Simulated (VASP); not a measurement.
# P (P4/mmm) in VASP: a series of runs

P is run at these levels: PBEsol; tasks: single point.

Program: VASP 6.6.1. These are calculated values, not measurements. Logs are shortened: lines on timing, memory, paths and dates and some standing lists are left out, and cuts for length are marked.

**1. The cell of the first run**

Symmetry: P4/mmm, No. 123, tetragonal system. The conventional cell has a = 4.186 Å, b = 4.186 Å, c = 4.289 Å, α = 90.00°, β = 90.00°, γ = 90.00°. Within 5.5 Å of P (site symmetry 4/mmm) lie 6 P at 4.19 to 4.29 Å.

**2. Single point, PBEsol (75.14 Å³/atom)**

File INCAR:

```
SYSTEM = P
PREC = Accurate
ENCUT = 500
EDIFF = 1E-6
ISMEAR = -1
SIGMA = 0.08
LREAL = .False.
LASPH = .True.
NELM = 120
ALGO = Normal
ISIF = 2
LWAVE = .False.
LCHARG = .True.
GGA = PS
LELF = .True.
LVHAR = .True.
NBANDS = 8
GGA_COMPAT = .False.
```

File KPOINTS:

```
regular mesh
0
Gamma
  10 10 9
  0 0 0
```

File POSCAR:

```
P
1.0
    4.1856782422      0.0000000000      0.0000000000
    0.0000000000      4.1856782422      0.0000000000
    0.0000000000      0.0000000000      4.2886279840
P
1
Direct
    0.0000000000      0.0000000000      0.0000000000
```

Potentials or basis: VASP PAW PBE potentials, release 64 (P).

On the command line:

```bash
$ cat potpaw_PBE.64/P/POTCAR > POTCAR
$ mpirun -np 1 vasp_std > vasp.out
```

OUTCAR:

```text
SYSTEM = P
   PREC = Accurate
   ENCUT = 500
   EDIFF = 1E-6
   ISMEAR = -1
   LREAL = .False.
   LASPH = .True.
   NELM = 120
   ISIF = 2
   GGA = PS

 ion  position               nearest neighbor table
   1  0.000  0.000  0.000-

  LATTYP: Found a simple tetragonal cell.
 ALAT       =     4.1856782422
 C/A-ratio  =     1.0245957132

  Lattice vectors:

 A1 = (   4.1856782422,   0.0000000000,   0.0000000000)
 A2 = (   0.0000000000,   4.1856782422,   0.0000000000)
 A3 = (   0.0000000000,   0.0000000000,   4.2886279840)

Analysis of symmetry for initial positions (statically):
=====================================================================
 Subroutine PRICEL returns:
 Original cell was already a primitive cell.

 Routine SETGRP: Setting up the symmetry group for a
 simple tetragonal supercell.

 Subroutine GETGRP returns: Found 16 space group operations
 (whereof 16 operations were pure point group operations)
 out of a pool of 16 trial point group operations.

The static configuration has the point symmetry D_4h.

Analysis of symmetry for dynamics (positions and initial velocities):
=====================================================================
 Subroutine PRICEL returns:
 Original cell was already a primitive cell.

 Routine SETGRP: Setting up the symmetry group for a
 simple tetragonal supercell.

 Subroutine GETGRP returns: Found 16 space group operations
 (whereof 16 operations were pure point group operations)
 out of a pool of 16 trial point group operations.

The dynamic configuration has the point symmetry D_4h.

 Subroutine INISYM returns: Found 16 space group operations
 (whereof 16 operations are pure point group operations),
 and found     1 'primitive' translations

----------------------------------------------------------------------------------------

                                     Primitive cell

  volume of cell :      75.1363

  direct lattice vectors                    reciprocal lattice vectors
     4.185678242  0.000000000  0.000000000     0.238909907  0.000000000  0.000000000
     0.000000000  4.185678242  0.000000000     0.000000000  0.238909907  0.000000000
     0.000000000  0.000000000  4.288627984     0.000000000  0.000000000  0.233174806

  length of vectors
     4.185678242  4.185678242  4.288627984     0.238909907  0.238909907  0.233174806

  position of ions in fractional coordinates (direct lattice)
     0.000000000  0.000000000  0.000000000

  ion indices of the primitive-cell ions
   primitive index   ion index
                 1           1

----------------------------------------------------------------------------------------

 KPOINTS: regular mesh

Automatic generation of k-mesh.
 Grid dimensions read from file:
 generate k-points for:   10   10    9

 Generating k-lattice:

  Cartesian coordinates                     Fractional coordinates (reciprocal lattice)
     0.023890991  0.000000000  0.000000000     0.100000000  0.000000000  0.000000000
     0.000000000  0.023890991  0.000000000     0.000000000  0.100000000  0.000000000
     0.000000000  0.000000000  0.025908312     0.000000000  0.000000000  0.111111111

  Length of vectors
     0.023890991  0.023890991  0.025908312

  Shift w.r.t. Gamma in fractional coordinates (k-lattice)
     0.000000000  0.000000000  0.000000000

 Subroutine IBZKPT returns following result:
 ===========================================

 Found    105 irreducible k-points:

 Following reciprocal coordinates:
            Coordinates               Weight
  0.000000  0.000000  0.000000      1.000000
  0.100000  0.000000  0.000000      4.000000
  0.200000  0.000000  0.000000      4.000000
  0.300000  0.000000  0.000000      4.000000
  0.400000  0.000000  0.000000      4.000000
  0.500000  0.000000  0.000000      2.000000
[... 16 lines left out ...]
  0.100000  0.000000  0.111111      8.000000
  0.200000  0.000000  0.111111      8.000000
 [... further k-points ...]
   k-points           NKPTS =    105   k-points in BZ     NKDIM =    105   number of bands    NBANDS=      8
   number of dos      NEDOS =    301   number of ions     NIONS =      1
   total plane-waves  NPLWV =  32768
   dimension x,y,z NGX =    32 NGY =   32 NGZ =   32
   dimension x,y,z NGXF=    64 NGYF=   64 NGZF=   64
   ions per type =               1
   NGX,Y,Z   is equivalent  to a cutoff of  12.71, 12.71, 12.40 a.u.
   NGXF,Y,Z  is equivalent  to a cutoff of  25.42, 25.42, 24.81 a.u.
 SYSTEM =  P
   PREC   = accura    normal or accurate (medium, high low for compatibility)
   ISTART =      0    job   : 0-new  1-cont  2-samecut
   ICHARG =      2    charge: 1-file 2-atom 10-const
   ISPIN  =      1    spin polarized calculation?
   LNONCOLLINEAR =      F non collinear calculations
   LSORBIT =      F    spin-orbit coupling
   LASPH  =      T    aspherical Exc in radial PAW
   ENCUT  =  500.0 eV  36.75 Ry    6.06 a.u.   7.63  7.63  7.82*2*pi/ulx,y,z
   NELM   =    120;   NELMIN=  2; NELMDL= -5     # of ELM steps
   EDIFF  = 0.1E-05   stopping-criterion for ELM
   LREAL  =      F    real-space projection
[... 7 lines left out ...]
   TEBEG  =    0.0;   TEEND  =   0.0 temperature during run
   PSTRESS=    0.0 pullay stress
   NELECT =       5.0000    total number of electrons
   NUPDOWN=      -1.0000    fix difference up-down
   EMIN   =  10.00;   EMAX   =-10.00  energy-range for DOS
   EFERMI =   0.00;   METHOD = LEGACY
   ISMEAR =    -1;   SIGMA  =   0.08  broadening in eV -4-tet -1-fermi 0-gaus
   EFERMI_NEDOS =   21; number of points for ismear=-14 and -15
   IALGO  =     38    algorithm
   IMIX   =      4    mixing-type and parameters
     AMIX     =   0.40;   BMIX     =  1.00
     AMIX_MAG =   1.60;   BMIX_MAG =  1.00
  volume/ion in A,a.u.               =      75.14       507.05
  Fermi-wavevector in a.u.,A,eV,Ry     =   0.663409  1.253662  5.988084  0.440112
  Thomas-Fermi vector in A             =   1.736779
   LORBIT       =      0    0 simple, 1 ext, 2 COOP (PROOUT), +10 PAW based schemes
   GGA     = PS    functional components
   LHFCALC =     F    Hartree Fock is set to
   AEXX    =    0.0000 exact exchange contribution
   IVDW    =     0    specifies the selected vdW correction
   LEPSILON=     F    determine dielectric tensor
   LRPA    =     F    only Hartree local field effects (RPA)
 non-spin polarized calculation
  energy-cutoff  :      500.00
  volume of cell :       75.14
 maximum number of plane-waves:      1926
 NGX is ok and might be reduce to    32
   NGX = 15   NGY = 15   NGZ = 15

 number of electron       5.0000000 magnetization

 Free energy of the ion-electron system (eV)
  ---------------------------------------------------
  ext. energy  EPLUGINS =         0.00000000
  ---------------------------------------------------
  free energy    TOTEN  =        -1.32739481 eV

  energy without entropy =       -1.26286557  energy(sigma->0) =       -1.29513019

 E-fermi :  -2.9079     XC(G=0):  -5.2452

 val. band max:       -2.9081703728   @ k =   0.2000   0.2000   0.0000
 cond. band min:      -2.8913480419   @ k =   0.2000   0.1000   0.1111
 fundamental gap:      0.0168223309
 Fermi energy:        -2.9079255507

 k-point     1 :       0.0000    0.0000    0.0000
  band No.  band energies     occupation
      1     -11.6875      2.00000
      2      -2.4095      0.00393
      3      -2.2899      0.00088
      4      -2.2899      0.00088
      5       1.7829      0.00000
      6       4.5522      0.00000
      7       4.6366      0.00000
      8       9.3684      0.00000

 k-point     2 :       0.1000    0.0000    0.0000
  band No.  band energies     occupation
      1     -11.6691      2.00000
      2      -2.4858      0.01017
      3      -2.3937      0.00323
      4      -2.2748      0.00073
      5       1.9612      0.00000
      6       4.6237      0.00000
      7       4.8075      0.00000
      8       8.7344      0.00000

 k-point     3 :       0.2000    0.0000    0.0000
  band No.  band energies     occupation
      1     -11.6198      2.00000
      2      -2.9300      1.13691
      3      -2.3517      0.00191
      4      -2.2346      0.00044
      5       2.3781      0.00000
      6       4.7873      0.00000
      7       5.2264      0.00000
      8       7.9243      0.00000

 k-point     4 :       0.3000    0.0000    0.0000
  band No.  band energies     occupation
      1     -11.5567      2.00000
      2      -3.3921      1.99530
      3      -2.2982      0.00098
      4      -2.1834      0.00023
      5       2.8859      0.00000
      6       5.0154      0.00000
      7       5.4194      0.00000
      8       7.2719      0.00000

 k-point     5 :       0.4000    0.0000    0.0000
  band No.  band energies     occupation
      1     -11.5036      2.00000
      2      -3.7214      1.99992
      3      -2.2536      0.00056
      4      -2.1409      0.00014
      5       3.4120      0.00000
      6       5.1068      0.00000
      7       5.2371      0.00000
      8       6.8535      0.00000

 k-point     6 :       0.5000    0.0000    0.0000
  band No.  band energies     occupation
      1     -11.4829      2.00000
      2      -3.8394      1.99998
      3      -2.2363      0.00045
      4      -2.1243      0.00011
      5       3.7262      0.00000
      6       4.8097      0.00000
      7       5.3339      0.00000
      8       6.7095      0.00000

 k-point     7 :       0.1000    0.1000    0.0000
  band No.  band energies     occupation
      1     -11.6508      2.00000
      2      -2.4977      0.01179
      3      -2.4375      0.00557
      4      -2.3781      0.00266
      5       2.1355      0.00000
      6       4.7344      0.00000
      7       4.9357      0.00000
      8       8.3658      0.00000

 k-point     8 :       0.2000    0.1000    0.0000
  band No.  band energies     occupation
      1     -11.6018      2.00000
      2      -2.9105      1.01618
      3      -2.4158      0.00425
      4      -2.3365      0.00158
      5       2.5417      0.00000
      6       4.9165      0.00000
      7       5.3186      0.00000
      8       7.6113      0.00000

 k-point     9 :       0.3000    0.1000    0.0000
  band No.  band energies     occupation
      1     -11.5391      2.00000
      2      -3.3668      1.99357
      3      -2.3574      0.00205
      4      -2.2835      0.00082
      5       3.0349      0.00000
      6       5.1148      0.00000
      7       5.4493      0.00000
      8       7.2065      0.00000

 k-point    10 :       0.4000    0.1000    0.0000
  band No.  band energies     occupation
      1     -11.4864      2.00000
      2      -3.6932      1.99989
      3      -2.3081      0.00111
      4      -2.2394      0.00047
      5       3.5588      0.00000
      6       4.9442      0.00000
      7       5.4268      0.00000
      8       6.9038      0.00000
[... 78 lines left out ...]
 k-point    18 :       0.5000    0.3000    0.0000
  band No.  band energies     occupation
      1     -11.3621      2.00000
      2      -3.6274      1.99975
      3      -3.0908      1.81540
      4      -2.1377      0.00013
      5       3.4768      0.00000
      6       4.7853      0.00000
      7       6.7443      0.00000
      8       6.8714      0.00000

 k-point    19 :       0.4000    0.4000    0.0000
  band No.  band energies     occupation
      1     -11.3326      2.00000
      2      -3.4460      1.99761
      3      -3.4085      1.99617
      4      -2.1139      0.00010
      5       3.1891      0.00000
      6       5.0170      0.00000
      7       6.9733      0.00000
      8       7.0801      0.00000

 k-point    20 :       0.5000    0.4000    0.0000
  band No.  band energies     occupation
      1     -11.3134      2.00000
      2      -3.5375      1.99924
      3      -3.3925      1.99533
      4      -2.0985      0.00008
      5       3.0527      0.00000
      6       5.1716      0.00000
      7       7.0139      0.00000
      8       7.0827      0.00000

 k-point    21 :       0.5000    0.5000    0.0000
  band No.  band energies     occupation
      1     -11.2944      2.00000
      2      -3.5015      1.99880
      3      -3.5015      1.99880
      4      -2.0832      0.00007
      5       2.8994      0.00000
      6       5.3484      0.00000
      7       7.0821      0.00000
      8       7.0821      0.00000

 k-point    22 :       0.0000    0.0000    0.1111
  band No.  band energies     occupation
      1     -11.6687      2.00000
      2      -2.6180      0.05197
      3      -2.2743      0.00073
      4      -2.2743      0.00073
      5       1.9979      0.00000
      6       4.6980      0.00000
      7       4.7391      0.00000
      8       8.7686      0.00000

 k-point    23 :       0.1000    0.0000    0.1111
  band No.  band energies     occupation
      1     -11.6504      2.00000
      2      -2.6056      0.04467
      3      -2.4599      0.00737
      4      -2.2594      0.00060
      5       2.1720      0.00000
      6       4.7767      0.00000
      7       4.8985      0.00000
      8       8.1257      0.00000

 k-point    24 :       0.2000    0.0000    0.1111
  band No.  band energies     occupation
      1     -11.6015      2.00000
      2      -2.9105      1.01612
      3      -2.5428      0.02063
      4      -2.2196      0.00037
      5       2.5767      0.00000
      6       4.9246      0.00000
      7       5.3129      0.00000
      8       7.3475      0.00000

 [... further k-points ...]
[... 5 lines left out ...]
  --------------------------------------------------------------------------------------
  -------------------------------------------------------------------------------------
  Total       -2.1259838     -2.1259838     -1.8846474      0.0000000     -0.0000000      0.0000000
  in kB      -45.3336289    -45.3336289    -40.1874673      0.0000000     -0.0000000      0.0000000
  external PRESSURE =     -43.6182417 kB  Pullay stress =       0.0000000 kB

 VOLUME and BASIS-vectors are now :
 -----------------------------------------------------------------------------
  energy-cutoff  :      500.00
  volume of cell :       75.14
      direct lattice vectors                 reciprocal lattice vectors
     4.185678242  0.000000000  0.000000000     0.238909907  0.000000000  0.000000000
     0.000000000  4.185678242  0.000000000     0.000000000  0.238909907  0.000000000
     0.000000000  0.000000000  4.288627984     0.000000000  0.000000000  0.233174806

 POSITION                                       TOTAL-FORCE (eV/Angst)
 -----------------------------------------------------------------------------------
      0.00000      0.00000      0.00000         0.000000      0.000000      0.000000
 -----------------------------------------------------------------------------------
    total drift:                                0.000000      0.000000      0.000000

  FREE ENERGIE OF THE ION-ELECTRON SYSTEM (eV)
  ---------------------------------------------------
  free  energy   TOTEN  =        -1.3273948121 eV

  energy  without entropy=       -1.2628655740  energy(sigma->0) =       -1.29513019
```

It took 14 s on 1 thread of Intel Xeon 6975P-C (Granite Rapids), shared host; peak memory 0.19 GiB.

Results:

| Property | Result |
| --- | --- |
| Free energy | -1.3274 eV |
| Pressure | -4.4 GPa |
| Band gap on the k mesh | zero (an odd number of electrons rules out a gap without spin polarisation) |

Stress tensor (GPa, compression positive):
```
-4.53  0.00  0.00
 0.00 -4.53  0.00
 0.00  0.00 -4.02
```

Caveat: the cell stands under tension; the PAW data sets were made with another functional, which shifts forces and pressure a little.

**3. Single point, PBEsol (equal xx and yy strain of -2 %)**

File INCAR:

```
ALGO     = Normal         # electronic algorithm
EDIFF    = 1E-6           # SCF threshold, eV
ENCUT    = 500            # plane-wave cutoff, eV
GGA      = PS             # functional
GGA_COMPAT= False        
ISIF     = 2              # what is computed and relaxed
ISMEAR   = -1             # smearing method
LASPH    = True           # aspherical terms in the spheres
LCHARG   = False          # write CHGCAR
LREAL    = False          # projectors in reciprocal space
LWAVE    = False          # write WAVECAR
NBANDS   = 8              # bands
NELM     = 120            # most SCF steps
PREC     = Accurate       # precision mode
SIGMA    = 0.08           # smearing width, eV
```

File KPOINTS:

```
k-points
0
Gamma
  10 10 9
```

File POSCAR:

```
P
1.0
    4.1874467602      0.0000000000      0.0000000000
    0.0000000000      4.1874467602      0.0000000000
    0.0000000000      0.0000000000      4.3780000000
P
1
Direct
    0.0000000000      0.0000000000      0.0000000000
```

Potentials or basis: VASP PAW PBE potentials, release 64 (P).

On the command line:

```bash
$ cat potpaw_PBE.64/P/POTCAR > POTCAR
$ mpirun -np 1 vasp_std > vasp.out
```

Wall time 13 s (1 thread of Intel Xeon 6975P-C (Granite Rapids), shared host); peak memory 0.19 GiB.

Results (log left out):

```
Free energy            : -1.2886 eV
Pressure               : -4.2 GPa
Band gap on the k mesh : zero (an odd number of electrons rules out a gap without spin polarisation)
```

Stress tensor (GPa, compression positive):
```
-4.45  0.00  0.00
 0.00 -4.45  0.00
 0.00  0.00 -3.57
```

Levels at points of the mesh, in eV from the Fermi level:
| k point | band 1 | band 2 | band 3 | band 4 | band 5 | band 6 | band 7 |
| --- | --- | --- | --- | --- | --- | --- | --- |
| (0.00, 0.00, 0.00) | -8.77 | 0.42 | 0.63 | 0.63 | 4.67 | 7.42 | 7.57 |
| (0.50, 0.00, 0.00) | -8.56 | -0.91 | 0.60 | 0.79 | 6.60 | 7.68 | 8.24 |
| (0.50, 0.50, 0.00) | -8.38 | -0.58 | -0.58 | 0.75 | 5.83 | 8.22 | 9.92 |

Caveat: the cell differs from its parent crystal (equal xx and yy strain of -2 %); the cell stands under tension; the PAW data sets were made with another functional, which shifts forces and pressure a little.

**4. Single point, PBEsol (78.33 Å³/atom)**

This run uses another cell than the first one, of 78.33 Å³/atom.

File INCAR:

```
SYSTEM = P
ALGO     = Normal         ! electronic algorithm
EDIFF    = 1E-6           ! SCF threshold, eV
ENCUT    = 500            ! plane-wave cutoff, eV
GGA      = PS             ! functional
GGA_COMPAT= .False.      
ISIF     = 2              ! what is computed and relaxed
ISMEAR   = -1             ! smearing method
LASPH    = .True.         ! aspherical terms in the spheres
LCHARG   = .False.        ! write CHGCAR
LREAL    = .False.        ! projectors in reciprocal space
LWAVE    = .False.        ! write WAVECAR
NBANDS   = 8              ! bands
NELM     = 120            ! most SCF steps
PREC     = Accurate       ! precision mode
SIGMA    = 0.08           ! smearing width, eV
```

File KPOINTS:

```
k-points
0
Gamma
  10 10 9
  0 0 0
```

File POSCAR:

```
P
1.0
    4.2442267795      0.0000000000      0.0000000000
    0.0000000000      4.2442267795      0.0000000000
    0.0000000000      0.0000000000      4.3486165643
P
1
Direct
    0.0000000000      0.0000000000      0.0000000000
```

On the command line:

```bash
$ cat potpaw_PBE.64/P/POTCAR > POTCAR
$ mpirun -np 1 vasp_std > vasp.out
```

It took 12 s on 1 thread of Intel Xeon 6975P-C (Granite Rapids), shared host; peak memory 0.19 GiB.

It converged, with:

```
Free energy            : -1.2445 eV
Pressure               : -4.0 GPa
Band gap on the k mesh : zero (an odd number of electrons rules out a gap without spin polarisation)
```

Stress tensor (GPa, compression positive):
```
-4.13  0.00  0.00
 0.00 -4.13  0.00
 0.00  0.00 -3.65
```

Levels at points of the mesh, in eV from the Fermi level:
```tsv
k point	band 1	band 2	band 3	band 4	band 5	band 6
(0.00, 0.00, 0.00)	-8.75	0.46	0.57	0.57	4.65	7.44
(0.50, 0.00, 0.00)	-8.57	-0.87	0.62	0.73	6.55	7.60
(0.50, 0.50, 0.00)	-8.40	-0.55	-0.55	0.76	5.84	8.16
```

Caveat: the cell stands under tension; the PAW data sets were made with another functional, which shifts forces and pressure a little.

**5. Summary**

```tsv
cell	gap on the mesh (eV)	pressure (GPa)
a = 4.186, b = 4.186, c = 4.289 Å, 1 atom	none	-4.4
a = 4.187, b = 4.187, c = 4.378 Å, 1 atom	none	-4.2
a = 4.244, b = 4.244, c = 4.349 Å, 1 atom	none	-4.0
```

Alike in all rows: task single point; level PBEsol; potentials or basis VASP PAW PBE potentials, release 64 (P); no spin polarisation; k mesh 10 × 10 × 9; cutoff (eV) 500; smearing fermi-dirac 0.08 eV.

Caveats: the cell stands under tension; the PAW data sets were made with another functional, which shifts forces and pressure a little.

Absolute energies hang on the potentials; compare differences alone.
